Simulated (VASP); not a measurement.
A run of VASP 6.6.1 is set up as follows.

INCAR

```
SYSTEM = AlN
  PREC = Accurate
  ENCUT = 600
  EDIFF = 1E-6
  ISMEAR = -4
  SIGMA = 0.05
  LREAL = .FALSE.
  LASPH = .TRUE.
  NELM = 120
  ALGO = Normal
  ISIF = 2
  LWAVE = .FALSE.
  LCHARG = .FALSE.
  GGA = PS
  NBANDS = 26
  GGA_COMPAT = .FALSE.
```

Contents of KPOINTS:

```
Automatic mesh
0
G
  8 8 8
  0 0 0
```

The input POSCAR:

```
AlN
1.0
   -3.1136926464      0.0000000000      0.0000000000
    0.0000000000      5.3930738627      0.0000000000
    1.5568463232     -2.6965369313     -4.9834165464
Al N
4 4
Direct
    1.0185156866      0.3325792953      0.9984919239
    0.5185156866      0.8325792953      0.9984919239
    0.2299762373      0.9159126286      0.4984919239
    0.7299762373      0.4159126286      0.4984919239
    0.7910356824      0.1415873714      0.6165080761
    0.2910356824      0.6415873714      0.6165080761
    0.0754723937      0.7249207047      0.1165080761
    0.5754723937      0.2249207047      0.1165080761
```

Potentials or basis: VASP PAW PBE potentials, release 64 (Al, N).

Launch:

```sh
$ cat potpaw_PBE.64/Al/POTCAR potpaw_PBE.64/N/POTCAR > POTCAR
$ mpirun -np 1 vasp_std > vasp.out
```

**Question.** What does it give for the band gap on the k mesh?

**Answer.** 4.07 eV.

**Question.** Estimate the largest force.

**Answer.** 0.331 eV/Å.

**Question.** Predict the pressure.

**Answer.** -0.2 GPa.

Forces in eV/Å, atoms in the order of the input:
```
Al   0.330  0.017  0.025
Al   0.330  0.017  0.025
Al  -0.330 -0.017  0.025
Al  -0.330 -0.017  0.025
N   -0.153  0.007 -0.025
N   -0.153  0.007 -0.025
N    0.153 -0.007 -0.025
N    0.153 -0.007 -0.025
```

Caveat: the PAW data sets were made with another functional, which shifts forces and pressure a little. A k mesh can miss the band edges.
